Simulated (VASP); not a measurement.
IrO: single point with PBE

Crystal: IrO.

```
Ir O
1.0
     0.00000    2.38474    2.38474
     2.38474    0.00000    2.38474
     2.38474    2.38474    0.00000
Ir O
1 1
Direct
  0.00000 0.00000 0.00000
  0.25000 0.25000 0.25000
```

```
Program                : VASP 6.6.1
Task                   : single point
Functional             : PBE
Potentials or basis    : VASP PAW PBE potentials, release 64 (Ir, O)
Cutoff                 : 520 eV
k mesh                 : 16 × 16 × 16
Occupations            : gaussian, width 0.1 eV
Spin                   : no spin polarisation
Dipole correction      : no
Further INCAR settings : ALGO = Normal; EDIFF = 1e-06; NBANDS = 14
```

| Item | Value |
| --- | --- |
| Pressure | 1.1 GPa |

Levels at points of the mesh, in eV from the Fermi level:
| k point | band 5 | band 6 | band 7 | band 8 | band 9 | band 10 |
| --- | --- | --- | --- | --- | --- | --- |
| (0.00, 0.00, 0.00) | -2.49 | -2.27 | -2.27 | 1.60 | 1.60 | 1.60 |
| (0.50, 0.00, 0.00) | -2.14 | -1.91 | -1.91 | 0.45 | 0.45 | 3.17 |
| (0.50, 0.50, 0.00) | -3.38 | -1.74 | -1.42 | -0.48 | -0.48 | 6.07 |

It took 26 s on 1 thread of Intel(R) Xeon(R) 6975P-C (Granite Rapids), on a shared host, peak memory 0.2 GiB.

Caveat: spin-orbit coupling is left out, which moves the levels of the heavy elements; an odd number of electrons without spin polarisation forces a metal; a magnetic or distorted state may lie lower.
